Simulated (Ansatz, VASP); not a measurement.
**Zr in VASP and in Ansatz**

```
CELL_PARAMETERS angstrom
3.18343 0.00000 0.00000
-1.59172 2.75693 0.00000
0.00000 0.00000 5.11763
ATOMIC_POSITIONS crystal
Zr 0.33333 0.66667 0.25000
Zr 0.66667 0.33333 0.75000
```

Alike in both runs: functional PBEsol; k mesh 15 × 15 × 8; occupations gaussian, width 0.1 eV; no spin polarisation.

Ansatz relaxed the structure, and its values are those at the end. VASP's run is a single point on that final structure, the one shown.

```csv
,VASP,Ansatz
version,VASP 6.6.1,Ansatz 0.2.0
potentials or method,"VASP PAW PBE potentials, release 64 (Zr_sv), cutoff 520 eV","scalar-relativistic, plane waves, PAW"
valence electrons in the cell,24,24
```

|  | VASP | Ansatz | Ansatz less VASP |
| --- | --- | --- | --- |
| gap on the k mesh at the Fermi level (eV) | none | none | - |
| pressure (GPa) | 0.1 | 0.0 | -0.06 |

VASP's potentials were made for PBE, not for PBEsol. A gap of «none» marks a metal or a gap that the smearing closes.
